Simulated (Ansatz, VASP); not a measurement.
Co2Si: VASP beside Ansatz

```
Co Si
1.0
     5.81603    0.00000    0.00000
    -2.90802    5.03683    0.00000
     0.00000    0.00000    3.46463
Co Si
6 3
Direct
  0.25281 0.00000 0.00000
  0.74719 0.74719 0.00000
  0.00000 0.25281 0.00000
  0.59193 0.00000 0.50000
  0.40807 0.40807 0.50000
  0.00000 0.59193 0.50000
  0.66667 0.33333 0.00000
  0.33333 0.66667 0.00000
  0.00000 0.00000 0.50000
```

Alike in both runs: functional PBE; k mesh 3 × 3 × 5; occupations gaussian, width 0.2 eV; collinear spin.

Ansatz relaxed the structure, and its values are those at the end. VASP's run is a single point on that final structure, the one shown.

|  | VASP | Ansatz |
| --- | --- | --- |
| version | VASP 6.6.1 | Ansatz 0.2.0 |
| potentials or method | VASP PAW PBE potentials, release 64 (Co, Si), cutoff 520 eV | scalar-relativistic, plane waves, PAW |
| valence electrons in the cell | 66 | 114 |

```csv
,VASP,Ansatz,Ansatz less VASP
gap on the k mesh at the Fermi level (eV),none,none,-
pressure (GPa),-0.2,0.1,+0.29
rms of the force components (eV/Å),0.006,0.009,+0.0036
net moment per atom (μB),0.54,0.56,+0.018
size of the moment on the site where the two differ most (μB),1.07,1.11,+0.043
```

Site moments also hang on the region over which each program counts them. A gap of «none» marks a metal or a gap that the smearing closes. With one functional, cell and mesh, what is left measures potentials, basis and numerics. VASP's potentials hold 66 valence electrons a cell and Ansatz's 114, so a difference there can come from the potentials and not from the codes.

The k mesh is coarse, so the values compare programs but aren't converged.
